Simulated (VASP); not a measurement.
# Cd2PtI2Br4 (I4/mmm) in VASP: notebook

Cd2PtI2Br4 is run at these levels: PBE; tasks: single point.

Program: VASP 6.6.1. These are calculated values, not measurements. Logs are shortened: lines on timing, memory, paths and dates and some standing lists are left out, and cuts for length are marked.

## (1) The cell of the first run

It takes space group I4/mmm (No. 139, tetragonal). The conventional cell has a = 7.977 Å, b = 7.977 Å, c = 8.558 Å, α = 90.00°, β = 90.00°, γ = 90.00°. Within 3.0 Å of Br (site symmetry m2m) lie 1 Pt at 2.30 Å. Within 4.7 Å of Cd (site symmetry -4m2) lie 8 Br at 3.58 Å and 4 I at 4.07 Å and 2 Cd at 4.28 Å and 4 Pt at 4.53 Å. Within 3.4 Å of I (site symmetry 4mm) lie 1 I at 2.61 Å and 1 Pt at 2.97 Å. Pt (site symmetry 4/mmm) has 4 Br at 2.30 Å and 2 I at 2.97 Å within 3.0 Å.

## (2) Single point, PBE

Input file INCAR:

```
ALGO = Normal ; EDIFF = 1E-7
ENCUT = 520 ; GGA = PE
ISIF = 2 ; ISMEAR = -1
LASPH = True ; LCHARG = False
LREAL = False ; LWAVE = False
NBANDS = 48 ; NELM = 100
PREC = Accurate ; SIGMA = 0.1
```

Input file KPOINTS:

```
k-points
0
Gamma
  3 3 3
```

Input file POSCAR:

```
Cd2PtI2Br4
1.0
   -3.9884320000      3.9884320000      4.2791500000
    3.9884320000     -3.9884320000      4.2791500000
    3.9884320000      3.9884320000     -4.2791500000
Br Cd I Pt
4 2 2 1
Direct
    0.2043000000      0.2043000000      0.4086000000
    0.2043000000      0.7957000000      0.0000000000
    0.7957000000      0.7957000000      0.5914000000
    0.7957000000      0.2043000000      0.0000000000
    0.2500000000      0.7500000000      0.5000000000
    0.7500000000      0.2500000000      0.5000000000
    0.3473000000      0.3473000000      0.0000000000
    0.6527000000      0.6527000000      0.0000000000
    0.0000000000      0.0000000000      0.0000000000
```

Potentials or basis: VASP PAW PBE potentials, release 64 (Br, Cd, I, Pt).

Run with:

```sh
cat potpaw_PBE.64/Br/POTCAR potpaw_PBE.64/Cd/POTCAR potpaw_PBE.64/I/POTCAR potpaw_PBE.64/Pt/POTCAR > POTCAR
mpirun -np 1 vasp_std > vasp.out
```

OUTCAR:

```text
EDIFF = 1E-7
   ENCUT = 520
   GGA = PE
   ISIF = 2
   ISMEAR = -1
   LASPH = True
   LREAL = False
   NELM = 100
   PREC = Accurate

 ion  position               nearest neighbor table
   1  0.204  0.204  0.409-   9 2.30
   2  0.204  0.796  0.000-   9 2.30
   3  0.796  0.796  0.591-   9 2.30
   4  0.796  0.204  0.000-   9 2.30
   5  0.250  0.750  0.500-
   6  0.750  0.250  0.500-
   7  0.347  0.347  0.000-   8 2.61   9 2.97
   8  0.653  0.653  0.000-   7 2.61   9 2.97
   9  0.000  0.000  0.000-   1 2.30   3 2.30   2 2.30   4 2.30   7 2.97   8 2.97

  LATTYP: Found a body centered tetragonal cell.
 ALAT       =     7.9768640000
 C/A-ratio  =     1.0728902987

  Lattice vectors:

 A1 = (  -3.9884320000,   3.9884320000,   4.2791500000)
 A2 = (   3.9884320000,  -3.9884320000,   4.2791500000)
 A3 = (   3.9884320000,   3.9884320000,  -4.2791500000)

Analysis of symmetry for initial positions (statically):
=====================================================================
 Subroutine PRICEL returns:
 Original cell was already a primitive cell.

 Routine SETGRP: Setting up the symmetry group for a
 body centered tetragonal supercell.

 Subroutine GETGRP returns: Found 16 space group operations
 (whereof 16 operations were pure point group operations)
 out of a pool of 16 trial point group operations.

The static configuration has the point symmetry D_4h.

Analysis of symmetry for dynamics (positions and initial velocities):
=====================================================================
 Subroutine PRICEL returns:
 Original cell was already a primitive cell.

 Routine SETGRP: Setting up the symmetry group for a
 body centered tetragonal supercell.

 Subroutine GETGRP returns: Found 16 space group operations
 (whereof 16 operations were pure point group operations)
 out of a pool of 16 trial point group operations.

The dynamic configuration has the point symmetry D_4h.

 Subroutine INISYM returns: Found 16 space group operations
 (whereof 16 operations are pure point group operations),
 and found     1 'primitive' translations

----------------------------------------------------------------------------------------
[... 89 lines left out ...]
   LREAL  =      F    real-space projection
   EDIFFG = 0.1E-05   stopping-criterion for IOM
   NSW    =      0    number of steps for IOM
   IBRION =     -1    ionic relax: 0-MD 1-quasi-New 2-CG
   NFREE  =      0    steps in history (QN), initial steepest desc. (CG)
   ISIF   =      2    stress and relaxation
   ISYM   =      2    0-nonsym 1-usesym 2-fastsym
   POTIM  = 0.5000    time-step for ionic-motion
   TEBEG  =    0.0;   TEEND  =   0.0 temperature during run
   PSTRESS=    0.0 pullay stress
   NELECT =      76.0000    total number of electrons
   NUPDOWN=      -1.0000    fix difference up-down
   EMIN   =  10.00;   EMAX   =-10.00  energy-range for DOS
   EFERMI =   0.00;   METHOD = LEGACY
   ISMEAR =    -1;   SIGMA  =   0.10  broadening in eV -4-tet -1-fermi 0-gaus
   EFERMI_NEDOS =   21; number of points for ismear=-14 and -15
   IALGO  =     38    algorithm
   IMIX   =      4    mixing-type and parameters
     AMIX     =   0.40;   BMIX     =  1.00
     AMIX_MAG =   1.60;   BMIX_MAG =  1.00
  volume/ion in A,a.u.               =      30.25       204.16
  Fermi-wavevector in a.u.,A,eV,Ry     =   1.069889  2.021797 15.574079  1.144663
  Thomas-Fermi vector in A             =   2.205582
   LORBIT       =      0    0 simple, 1 ext, 2 COOP (PROOUT), +10 PAW based schemes
   GGA     = PE    functional components
   LHFCALC =     F    Hartree Fock is set to
   AEXX    =    0.0000 exact exchange contribution
   IVDW    =     0    specifies the selected vdW correction
   LEPSILON=     F    determine dielectric tensor
   LRPA    =     F    only Hartree local field effects (RPA)
 non-spin polarized calculation
  energy-cutoff  :      520.00
  volume of cell :      272.28
 maximum number of plane-waves:      7357
 NGX is ok and might be reduce to    54
   NGX = 27   NGY = 27   NGZ = 27

 number of electron      75.9999997 magnetization

 Free energy of the ion-electron system (eV)
  ---------------------------------------------------
  ext. energy  EPLUGINS =         0.00000000
  ---------------------------------------------------
  free energy    TOTEN  =       -17.27323364 eV

  energy without entropy =      -17.14342268  energy(sigma->0) =      -17.20832816

 E-fermi :   2.5847     XC(G=0):  -8.9163

 val. band max:        2.4460410128   @ k =   0.3333  -0.0000   0.0000
 cond. band min:       2.7662591721   @ k =   0.3333   0.3333  -0.0000
 fundamental gap:      0.3202181593
 Fermi energy:         2.5846636838

 k-point     1 :       0.0000    0.0000    0.0000
  band No.  band energies     occupation
      1     -13.3158      2.00000
      2     -12.5031      2.00000
      3     -12.4406      2.00000
      4     -12.4406      2.00000
      5     -11.2857      2.00000
      6      -8.9791      2.00000
[... 295 lines left out ...]
     47       7.5131      0.00000
     48       7.5699      0.00000

------------------------ aborting loop because EDIFF is reached ----------------------------------------

  FORCE on cell =-STRESS in cart. coord.  units (eV):
  Direction    XX          YY          ZZ          XY          YZ          ZX
  --------------------------------------------------------------------------------------
  -------------------------------------------------------------------------------------
  Total       12.9204312     12.9204312      8.1851938      0.0000000      0.0000000      0.0000000
  in kB       76.0266238     76.0266238     48.1634581      0.0000000      0.0000000      0.0000000
  external PRESSURE =      66.7389019 kB  Pullay stress =       0.0000000 kB

 VOLUME and BASIS-vectors are now :
 -----------------------------------------------------------------------------
  energy-cutoff  :      520.00
  volume of cell :      272.28
      direct lattice vectors                 reciprocal lattice vectors
    -3.988432000  3.988432000  4.279150000     0.000000000  0.125362548  0.116845635
     3.988432000 -3.988432000  4.279150000     0.125362548  0.000000000  0.116845635
     3.988432000  3.988432000 -4.279150000     0.125362548  0.125362548  0.000000000

 POSITION                                       TOTAL-FORCE (eV/Angst)
 -----------------------------------------------------------------------------------
      1.62967      1.62967      0.00000         1.709685      1.709685      0.000000
      2.35876     -2.35876      4.27915        -1.709685      1.709685      0.000000
      2.35876      2.35876      4.27915        -1.709685     -1.709685     -0.000000
     -2.35876      2.35876      4.27915         1.709685     -1.709685      0.000000
      3.98843     -0.00000      2.13957        -0.000000      0.000000     -0.000000
     -0.00000      3.98843      2.13957        -0.000000      0.000000     -0.000000
      0.00000      0.00000      2.97230        -0.000000      0.000000     -1.806258
      0.00000      0.00000      5.58600        -0.000000      0.000000      1.806258
      0.00000      0.00000      0.00000        -0.000000      0.000000     -0.000000
 -----------------------------------------------------------------------------------
    total drift:                               -0.000000     -0.000000     -0.000000

  FREE ENERGIE OF THE ION-ELECTRON SYSTEM (eV)
  ---------------------------------------------------
  free  energy   TOTEN  =       -17.2732336362 eV

  energy  without entropy=      -17.1434226798  energy(sigma->0) =      -17.20832816
```

stdout:

```text
POSCAR found type information on POSCAR BrCdI Pt
 POSCAR found :  4 types and       9 ions
 scaLAPACK will be used
 LDA part: xc-table for (Slater+PW92), standard interpolation
 POSCAR, INCAR and KPOINTS ok, starting setup
 FFT: planning ... GRIDC
 FFT: planning ... GRID_SOFT
 FFT: planning ... GRID
 WAVECAR not read
 entering main loop
```

It took 87 s on 1 thread of AMD EPYC 7R13 (Zen 3), shared host; peak memory 0.42 GiB.

Results:

```yaml
Free_energy: -17.2732 eV
Pressure: 6.7 GPa
Largest_force: 2.418 eV/Å
Band_gap_on_the_k_mesh: zero (bands 38 and 39 overlap by 0.58 eV)
```

Forces in eV/Å, atoms in the order of the input:
```
Br   1.710  1.710  0.000
Br  -1.710  1.710  0.000
Br  -1.710 -1.710  0.000
Br   1.710 -1.710  0.000
Cd   0.000  0.000  0.000
Cd   0.000  0.000  0.000
I    0.000  0.000 -1.806
I    0.000  0.000  1.806
Pt   0.000  0.000  0.000
```

Stress tensor (GPa, compression positive):
```
7.60 0.00 0.00
0.00 7.60 0.00
0.00 0.00 4.82
```

Caveat: the cell stands under pressure; spin-orbit coupling is left out, which moves the levels of the heavy elements; forces of over 1 eV/Å act on the atoms, so gaps and moduli don't describe the material at rest.

## (3) Single point, PBE

Input file INCAR:

```
SYSTEM = Cd2PtI2Br4
ALGO = Normal ; EDIFF = 1E-6
ENCUT = 520 ; GGA = PE
ISIF = 2 ; ISMEAR = -1
LASPH = .TRUE. ; LCHARG = .TRUE.
LELF = .TRUE. ; LREAL = .FALSE.
LVHAR = .TRUE. ; LWAVE = .FALSE.
NBANDS = 48 ; NELECT = 75.0
NELM = 100 ; PREC = Accurate
SIGMA = 0.1
```

Input file KPOINTS:

```
k-points
0
G
  3 3 3
  0 0 0
```

POSCAR is that of step 2.

Potentials or basis: VASP PAW PBE potentials, release 64 (Br, Cd, I, Pt).

Run with:

```sh
cat potpaw_PBE.64/Br/POTCAR potpaw_PBE.64/Cd/POTCAR potpaw_PBE.64/I/POTCAR potpaw_PBE.64/Pt/POTCAR > POTCAR
mpirun -np 1 vasp_std > vasp.out
```

OUTCAR:

```text
SYSTEM = Cd2PtI2Br4
   EDIFF = 1E-6
   ENCUT = 520
   GGA = PE
   ISIF = 2
   ISMEAR = -1
   LASPH = .TRUE.
   LREAL = .FALSE.
   NELECT = 75.0
   NELM = 100
   PREC = Accurate

 ion  position               nearest neighbor table
   1  0.204  0.204  0.409-   9 2.30
   2  0.204  0.796  0.000-   9 2.30
   3  0.796  0.796  0.591-   9 2.30
   4  0.796  0.204  0.000-   9 2.30
   5  0.250  0.750  0.500-
   6  0.750  0.250  0.500-
   7  0.347  0.347  0.000-   8 2.61   9 2.97
   8  0.653  0.653  0.000-   7 2.61   9 2.97
   9  0.000  0.000  0.000-   1 2.30   3 2.30   2 2.30   4 2.30   7 2.97   8 2.97

  LATTYP: Found a body centered tetragonal cell.
 ALAT       =     7.9768640000
 C/A-ratio  =     1.0728902987

  Lattice vectors:

 A1 = (  -3.9884320000,   3.9884320000,   4.2791500000)
 A2 = (   3.9884320000,  -3.9884320000,   4.2791500000)
[... 171 lines left out ...]
 E-fermi :   2.3348     XC(G=0):  -8.8364

 val. band max:        2.2861789177   @ k =  -0.3333  -0.3333   0.3333
 cond. band min:       2.3905701746   @ k =  -0.3333   0.3333   0.0000
 fundamental gap:      0.1043912569
 Fermi energy:         2.3347942363

 k-point     1 :       0.0000    0.0000    0.0000
  band No.  band energies     occupation
      1     -13.2861      2.00000
      2     -12.4823      2.00000
      3     -12.4193      2.00000
      4     -12.4193      2.00000
      5     -11.2259      2.00000
      6      -8.9321      2.00000
[... 295 lines left out ...]
     47       7.5148      0.00000
     48       7.6579      0.00000

------------------------ aborting loop because EDIFF is reached ----------------------------------------

  FORCE on cell =-STRESS in cart. coord.  units (eV):
  Direction    XX          YY          ZZ          XY          YZ          ZX
  --------------------------------------------------------------------------------------
  -------------------------------------------------------------------------------------
  Total        2.9296695      2.9296695     -1.6299516      0.0000000      0.0000000     -0.0000000
  in kB       17.2388118     17.2388118     -9.5909890      0.0000000      0.0000000     -0.0000000
  external PRESSURE =       8.2955449 kB  Pullay stress =       0.0000000 kB

 VOLUME and BASIS-vectors are now :
 -----------------------------------------------------------------------------
  energy-cutoff  :      520.00
  volume of cell :      272.28
      direct lattice vectors                 reciprocal lattice vectors
    -3.988432000  3.988432000  4.279150000     0.000000000  0.125362548  0.116845635
     3.988432000 -3.988432000  4.279150000     0.125362548  0.000000000  0.116845635
     3.988432000  3.988432000 -4.279150000     0.125362548  0.125362548  0.000000000

 POSITION                                       TOTAL-FORCE (eV/Angst)
 -----------------------------------------------------------------------------------
      1.62967      1.62967      0.00000         1.656235      1.656235      0.000000
      2.35876     -2.35876      4.27915        -1.656235      1.656235      0.000000
      2.35876      2.35876      4.27915        -1.656235     -1.656235     -0.000000
     -2.35876      2.35876      4.27915         1.656235     -1.656235      0.000000
      3.98843     -0.00000      2.13957         0.000000      0.000000      0.000000
     -0.00000      3.98843      2.13957         0.000000      0.000000     -0.000000
      0.00000      0.00000      2.97230         0.000000      0.000000     -1.593919
      0.00000      0.00000      5.58600         0.000000      0.000000      1.593919
      0.00000      0.00000      0.00000         0.000000      0.000000      0.000000
 -----------------------------------------------------------------------------------
    total drift:                               -0.000000     -0.000000     -0.000000

  FREE ENERGIE OF THE ION-ELECTRON SYSTEM (eV)
  ---------------------------------------------------
  free  energy   TOTEN  =       -19.7177729794 eV

  energy  without entropy=      -19.5312398721  energy(sigma->0) =      -19.62450643
```

Run time: 84 s. Hardware: 1 thread of AMD EPYC 7R13 (Zen 3), shared host; peak memory 0.42 GiB.

Results:

```
Free energy   : -19.7178 eV
Largest force : 2.342 eV/Å
```

Forces in eV/Å, atoms in the order of the input:
```
Br   1.656  1.656  0.000
Br  -1.656  1.656  0.000
Br  -1.656 -1.656  0.000
Br   1.656 -1.656  0.000
Cd   0.000  0.000  0.000
Cd   0.000  0.000  0.000
I    0.000  0.000 -1.594
I    0.000  0.000  1.594
Pt   0.000  0.000  0.000
```

Levels at points of the mesh, in eV from the Fermi level:
```tsv
k point	band 35	band 36	band 37	band 38	band 39	band 40	band 41	band 42
(0.00, 0.00, 0.00)	-1.18	-0.90	-0.46	-0.06	-0.06	1.29	2.24	4.43
```

Caveat: the cell carries a net charge on a neutralising background, which shifts energy and pressure; the cell is charged against a uniform background, so pressure and absolute levels hang on convention; spin-orbit coupling is left out, which moves the levels of the heavy elements; an odd number of electrons without spin polarisation forces a metal; a magnetic or distorted state may lie lower.

The gap in the log of VASP goes by the Fermi energy; the results here count the filled bands.